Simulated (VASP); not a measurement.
# InSb (F-43m) in VASP: relaxation of cell and atoms with HSE06

Aim: the relaxation of cell and atoms of InSb with HSE06.

Program: VASP 6.6.1. These are calculated values, not measurements. Logs are shortened: lines on timing, memory, paths and dates and some standing lists are left out, and cuts for length are marked.

## 1. The cell of the first run

Symmetry: F-43m, No. 216, cubic system. The conventional cell has a = 6.559 Å, b = 6.559 Å, c = 6.559 Å, α = 90.00°, β = 90.00°, γ = 90.00°. Within 3.7 Å of In (site symmetry -43m) lie 4 Sb at 2.84 Å. Sb (site symmetry -43m) has 4 In at 2.84 Å within 3.7 Å.

## 2. Relaxation of cell and atoms, HSE06

POSCAR

```
InSb
1.0
    0.0000000000      3.2795130081      3.2795130081
    3.2795130081      0.0000000000      3.2795130081
    3.2795130081      3.2795130081      0.0000000000
In Sb
1 1
Direct
    0.0000000000      0.0000000000      0.0000000000
    0.2500000000      0.2500000000      0.2500000000
```

INCAR.step1

```
PREC     = Accurate       # precision mode
ENCUT    = 600            # plane-wave cutoff, eV
EDIFF    = 1E-5           # SCF threshold, eV
ISMEAR   = -1             # smearing method
SIGMA    = 0.02           # smearing width, eV
LREAL    = False          # projectors in reciprocal space
LASPH    = True           # aspherical terms in the spheres
NELM     = 60             # most SCF steps
ALGO     = Normal         # electronic algorithm
LWAVE    = True           # write WAVECAR
LCHARG   = False          # write CHGCAR
GGA      = PE             # functional
NBANDS   = 16             # bands
```

INCAR.step2

```
PREC     = Accurate       # precision mode
ENCUT    = 600            # plane-wave cutoff, eV
EDIFF    = 1E-7           # SCF threshold, eV
ISMEAR   = -1             # smearing method
SIGMA    = 0.02           # smearing width, eV
LREAL    = False          # projectors in reciprocal space
LASPH    = True           # aspherical terms in the spheres
NELM     = 60             # most SCF steps
ALGO     = Normal         # electronic algorithm
ISIF     = 3              # what is computed and relaxed
LWAVE    = False          # write WAVECAR
LCHARG   = False          # write CHGCAR
GGA      = PE             # functional
LHFCALC  = True           # exact exchange
HFSCREEN = 0.2079         # screening, 1/A
PRECFOCK = Normal       
IBRION   = 2              # ionic algorithm
NSW      = 80             # ionic steps
EDIFFG   = -0.005         # ionic threshold
ISTART   = 1
```

KPOINTS

```
regular mesh
0
Gamma
  4 4 4
```

Potentials or basis: VASP PAW PBE potentials, release 64 (In_d, Sb).

Command:

```console
$ cat potpaw_PBE.64/In_d/POTCAR potpaw_PBE.64/Sb/POTCAR > POTCAR
$ cp INCAR.step1 INCAR
$ mpirun -np 1 vasp_std > vasp.out
$ cp INCAR.step2 INCAR
$ mpirun -np 1 vasp_std > vasp.out
```

OUTCAR:

```text
PREC = Accurate
   ENCUT = 600
   EDIFF = 1E-7
   ISMEAR = -1
   LREAL = False
   LASPH = True
   NELM = 60
   ISIF = 3
   GGA = PE
   LHFCALC = True
   HFSCREEN = 0.2079
   PRECFOCK = Normal
   IBRION = 2
   NSW = 80
   EDIFFG = -0.005
   ISTART = 1

 ion  position               nearest neighbor table
   1  0.000  0.000  0.000-   2 2.84   2 2.84   2 2.84   2 2.84
   2  0.250  0.250  0.250-   1 2.84   1 2.84   1 2.84   1 2.84

  LATTYP: Found a face centered cubic cell.
 ALAT       =     6.5590260162

  Lattice vectors:

 A1 = (   0.0000000000,   3.2795130081,   3.2795130081)
 A2 = (   3.2795130081,   0.0000000000,   3.2795130081)
 A3 = (   3.2795130081,   3.2795130081,   0.0000000000)

Analysis of symmetry for initial positions (statically):
=====================================================================
 Subroutine PRICEL returns:
 Original cell was already a primitive cell.

 Routine SETGRP: Setting up the symmetry group for a
 face centered cubic supercell.

 Subroutine GETGRP returns: Found 24 space group operations
 (whereof 24 operations were pure point group operations)
 out of a pool of 48 trial point group operations.

The static configuration has the point symmetry T_d .

Analysis of symmetry for dynamics (positions and initial velocities):
=====================================================================
 Subroutine PRICEL returns:
 Original cell was already a primitive cell.

 Routine SETGRP: Setting up the symmetry group for a
 face centered cubic supercell.

 Subroutine GETGRP returns: Found 24 space group operations
 (whereof 24 operations were pure point group operations)
 out of a pool of 48 trial point group operations.

The dynamic configuration has the point symmetry T_d .

 Subroutine INISYM returns: Found 24 space group operations
 (whereof 24 operations are pure point group operations),
 and found     1 'primitive' translations

----------------------------------------------------------------------------------------

                                     Primitive cell

  volume of cell :      70.5437

  direct lattice vectors                    reciprocal lattice vectors
     0.000000000  3.279513008  3.279513008    -0.152461661  0.152461661  0.152461661
     3.279513008  0.000000000  3.279513008     0.152461661 -0.152461661  0.152461661
     3.279513008  3.279513008  0.000000000     0.152461661  0.152461661 -0.152461661

  length of vectors
     4.637931774  4.637931774  4.637931774     0.264071343  0.264071343  0.264071343

  position of ions in fractional coordinates (direct lattice)
     0.000000000  0.000000000  0.000000000
     0.250000000  0.250000000  0.250000000

  ion indices of the primitive-cell ions
   primitive index   ion index
                 1           1
                 2           2

----------------------------------------------------------------------------------------

 KPOINTS: regular mesh

Automatic generation of k-mesh.
 Grid dimensions read from file:
 generate k-points for:    4    4    4

 Generating k-lattice:

  Cartesian coordinates                     Fractional coordinates (reciprocal lattice)
    -0.038115415  0.038115415  0.038115415     0.250000000  0.000000000  0.000000000
     0.038115415 -0.038115415  0.038115415     0.000000000  0.250000000  0.000000000
     0.038115415  0.038115415 -0.038115415     0.000000000  0.000000000  0.250000000

  Length of vectors
     0.066017836  0.066017836  0.066017836

  Shift w.r.t. Gamma in fractional coordinates (k-lattice)
     0.000000000  0.000000000  0.000000000

 Subroutine IBZKPT returns following result:
 ===========================================

 Found      8 irreducible k-points:

 Following reciprocal coordinates:
            Coordinates               Weight
  0.000000  0.000000  0.000000      1.000000
  0.250000  0.000000  0.000000      8.000000
  0.500000  0.000000  0.000000      4.000000
  0.250000  0.250000  0.000000      6.000000
  0.500000  0.250000  0.000000     24.000000
 -0.250000  0.250000  0.000000     12.000000
  0.500000  0.500000  0.000000      3.000000
 -0.250000  0.500000  0.250000      6.000000
   k-points           NKPTS =      8   k-points in BZ     NKDIM =     64   number of bands    NBANDS=     13
   number of dos      NEDOS =    301   number of ions     NIONS =      2
   total plane-waves  NPLWV =  64000
   dimension x,y,z NGX =    40 NGY =   40 NGZ =   40
   dimension x,y,z NGXF=    80 NGYF=   80 NGZF=   80
   ions per type =               1   1
   NGX,Y,Z   is equivalent  to a cutoff of  14.34, 14.34, 14.34 a.u.
   NGXF,Y,Z  is equivalent  to a cutoff of  28.68, 28.68, 28.68 a.u.
 SYSTEM =  unknown system
   PREC   = accura    normal or accurate (medium, high low for compatibility)
   ISTART =      1    job   : 0-new  1-cont  2-samecut
   ICHARG =      0    charge: 1-file 2-atom 10-const
   ISPIN  =      1    spin polarized calculation?
   LNONCOLLINEAR =      F non collinear calculations
   LSORBIT =      F    spin-orbit coupling
   LASPH  =      T    aspherical Exc in radial PAW
   ENCUT  =  600.0 eV  44.10 Ry    6.64 a.u.   9.26  9.26  9.26*2*pi/ulx,y,z
   NELM   =     60;   NELMIN=  2; NELMDL=  0     # of ELM steps
   EDIFF  = 0.1E-06   stopping-criterion for ELM
   LREAL  =      F    real-space projection
   EDIFFG = -.5E-02   stopping-criterion for IOM
   NSW    =     80    number of steps for IOM
   IBRION =      2    ionic relax: 0-MD 1-quasi-New 2-CG
   NFREE  =      1    steps in history (QN), initial steepest desc. (CG)
   ISIF   =      3    stress and relaxation
   ISYM   =      3    0-nonsym 1-usesym 2-fastsym
   POTIM  = 0.5000    time-step for ionic-motion
   TEBEG  =    0.0;   TEEND  =   0.0 temperature during run
   PSTRESS=    0.0 pullay stress
   NELECT =      18.0000    total number of electrons
   NUPDOWN=      -1.0000    fix difference up-down
   EMIN   =  10.00;   EMAX   =-10.00  energy-range for DOS
   EFERMI =   0.00;   METHOD = LEGACY
   ISMEAR =    -1;   SIGMA  =   0.02  broadening in eV -4-tet -1-fermi 0-gaus
   EFERMI_NEDOS =   21; number of points for ismear=-14 and -15
   IALGO  =     38    algorithm
   IMIX   =      1    mixing-type and parameters
     AMIX     =   0.40;   BMIX     =  1.00
     AMIX_MAG =   1.60;   BMIX_MAG =  1.00
  volume/ion in A,a.u.               =      35.27       238.03
  Fermi-wavevector in a.u.,A,eV,Ry     =   1.038356  1.962208 14.669575  1.078183
  Thomas-Fermi vector in A             =   2.172837
   LORBIT       =      0    0 simple, 1 ext, 2 COOP (PROOUT), +10 PAW based schemes
   GGA     = PE    functional components
   LHFCALC =     T    Hartree Fock is set to
   PRECFOCK=normal    Normal, Fast or Accurate (Low or Medium for compatibility)
   ENCUT4O =  -1.0   cutoff for four orbital integrals eV
   NKREDX  =     1    reduce k-point grid by
   NKREDY  =     1    reduce k-point grid by
   NKREDZ  =     1    reduce k-point grid by
   AEXX    =    0.2500 exact exchange contribution
   HFSCREEN=    0.2079 screening length (either q_TF or 0.3 A-1)
   HFSCREENC=   0.2079 screening length for correlation (either q_TF or 0.3 A-1)
   ENCUTFOCK=  -1.0 apply spherical cutoff to Coloumb kernel
   IVDW    =     0    specifies the selected vdW correction
   LEPSILON=     F    determine dielectric tensor
   LRPA    =     F    only Hartree local field effects (RPA)
 conjugate gradient relaxation of ions
 non-spin polarized calculation
  energy-cutoff  :      600.00
  volume of cell :       70.54
 maximum number of plane-waves:      2397
 NGX is ok and might be reduce to    40
  NGX = 28; NGY = 28; NGZ = 28

--------------------------------------- Ionic step        1  -------------------------------------------

 number of electron      17.9999998 magnetization

 Free energy of the ion-electron system (eV)
  ---------------------------------------------------
  ext. energy  EPLUGINS =         0.00000000
  ---------------------------------------------------
  free energy    TOTEN  =        -8.33916295 eV

  energy without entropy =       -8.33915621  energy(sigma->0) =       -8.33915958

------------------------ aborting loop because EDIFF is reached ----------------------------------------

  FORCE on cell =-STRESS in cart. coord.  units (eV):
  Direction    XX          YY          ZZ          XY          YZ          ZX
  --------------------------------------------------------------------------------------
  -------------------------------------------------------------------------------------
  Total       -0.2385198     -0.2385198     -0.2385198      0.0000000     -0.0000000      0.0000000
  in kB       -5.4172254     -5.4172254     -5.4172254      0.0000000     -0.0000000      0.0000000
  external PRESSURE =      -5.4172254 kB  Pullay stress =       0.0000000 kB
[... 21 lines left out ...]
  energy  without entropy=       -8.3391562092  energy(sigma->0) =       -8.33915958

--------------------------------------- Ionic step        2  -------------------------------------------

 number of electron      17.9999999 magnetization

 E-fermi :   4.7440     XC(G=0):  -7.1810

 val. band max:        4.5163616742   @ k =   0.0000   0.0000   0.0000
 cond. band min:       4.9496731395   @ k =   0.0000   0.0000   0.0000
 fundamental gap:      0.4333114653
 Fermi energy:         4.7440022047

 k-point     1 :       0.0000    0.0000    0.0000
  band No.  band energies     occupation
      1     -11.8430      2.00000
      2     -11.8430      2.00000
      3     -11.8430      2.00000
      4     -11.7580      2.00000
      5     -11.7580      2.00000
      6      -7.0610      2.00000
      7       4.5164      1.99998
      8       4.5164      1.99998
      9       4.5164      1.99998
     10       4.9497      0.00007
     11       8.1611      0.00000
     12       8.1611      0.00000
     13       8.1611      0.00000
[... 143 lines left out ...]
  energy  without entropy=       -8.3403873809  energy(sigma->0) =       -8.34038763

--------------------------------------- Ionic step        3  -------------------------------------------

 number of electron      17.9999998 magnetization

 Free energy of the ion-electron system (eV)
  ---------------------------------------------------
  ext. energy  EPLUGINS =         0.00000000
  ---------------------------------------------------
  free energy    TOTEN  =        -8.34064341 eV

  energy without entropy =       -8.34064233  energy(sigma->0) =       -8.34064287

 E-fermi :   4.6761     XC(G=0):  -7.1643

 val. band max:        4.4651285791   @ k =   0.0000   0.0000   0.0000
 cond. band min:       4.8650326055   @ k =   0.0000   0.0000   0.0000
 fundamental gap:      0.3999040264
 Fermi energy:         4.6760664741

 k-point     1 :       0.0000    0.0000    0.0000
  band No.  band energies     occupation
      1     -11.8867      2.00000
      2     -11.8867      2.00000
      3     -11.8867      2.00000
      4     -11.8031      2.00000
      5     -11.8031      2.00000
      6      -7.0793      2.00000
      7       4.4651      1.99995
      8       4.4651      1.99995
      9       4.4651      1.99995
     10       4.8650      0.00016
     11       8.1095      0.00000
     12       8.1095      0.00000
     13       8.1095      0.00000
[... 139 lines left out ...]
  FREE ENERGIE OF THE ION-ELECTRON SYSTEM (eV)
  ---------------------------------------------------
  free  energy   TOTEN  =        -8.3406434146 eV

  energy  without entropy=       -8.3406423311  energy(sigma->0) =       -8.34064287

 reached required accuracy - stopping structural energy minimisation
```

Wall time 24 min (1 thread of Intel Xeon Platinum 8559C (Emerald Rapids), shared host); peak memory 0.34 GiB.

Results:

- Free energy: -8.3406 eV
- Relaxed volume: 34.84 Å³/atom
- Relaxed cell: a = 4.619 Å, b = 4.619 Å, c = 4.619 Å, α = 60.00°, β = 60.00°, γ = 60.00°
- Space group after relaxing (to 0.05 Å): F-43m (No. 216)
- Energy gained by relaxing: 0.7 meV/atom
- Ionic steps: 3
- Pressure after relaxing: 0.0 GPa
- Band gap on the k mesh: 0.40 eV, direct

The path:
```tsv
step	energy change (eV)	largest force (eV/Å)	pressure (GPa)	volume (Å³)
1	0.0000	0.0000	-0.54	70.54
2	-0.0012	0.0000	0.24	69.33
3	-0.0015	0.0000	0.01	69.68
```

Final structure:
```yaml
crystal:
  lattice:
    - [0.00000, 3.26611, 3.26611]
    - [3.26611, 0.00000, 3.26611]
    - [3.26611, 3.26611, 0.00000]
  atoms:
    - { symbol: In, position: [0.00000, 0.00000, 0.00000] }
    - { symbol: Sb, position: [0.25000, 0.25000, 0.25000] }
```

Levels at points of the mesh, in eV from the valence-band top:
```
           k point  band 6  band 7  band 8  band 9  band 10  band 11  band 12  band 13
(0.00, 0.00, 0.00)  -11.54    0.00    0.00    0.00     0.40     3.64     3.64     3.64
(0.50, 0.00, 0.00)  -10.09   -5.95   -1.04   -1.04     1.13     4.52     4.52     6.90
(0.50, 0.50, 0.00)   -9.43   -6.28   -2.36   -2.36     1.94     1.95     9.13     9.13
```

Caveat: the PAW data sets were made with another functional, which shifts forces and pressure a little; spin-orbit coupling is left out, which moves the levels of the heavy elements.
